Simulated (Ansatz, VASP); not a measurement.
Two plane-wave programs on GaN

```
Ga N
1.0
     0.00000    2.20397    2.29586
     2.20397    0.00000    2.29586
     2.20397    2.20397    0.00000
Ga N
1 1
Direct
  0.00000 0.00000 0.00000
  0.25000 0.25000 0.25000
```

Change from the starting cell: epitaxial_xy strain -2.0%.

Alike in both runs: task single point; functional r2SCAN; k mesh 10 × 10 × 10; non-collinear spin, spin-orbit coupling.

```csv
,VASP,Ansatz
version,VASP 6.6.1,Ansatz 0.2.0
potentials or method,"VASP PAW PBE potentials, release 64 (Ga_d, N)","plane waves, PAW"
plane-wave cutoff (eV),520,500
occupations,"gaussian, width 0.01 eV",fixed
valence electrons in the cell,18,18
```

Ansatz gave:

| Quantity | Value |
| --- | --- |
| pressure (GPa) | 3.9 |
| traceless stress, the component that is largest in VASP (GPa) | -3.91 |

Task: Estimate VASP's values.

Result: Pressure (GPa): 5.1; traceless stress, the component that is largest in VASP (GPa): -3.83.

VASP's potentials were made for PBE, not for r2SCAN.
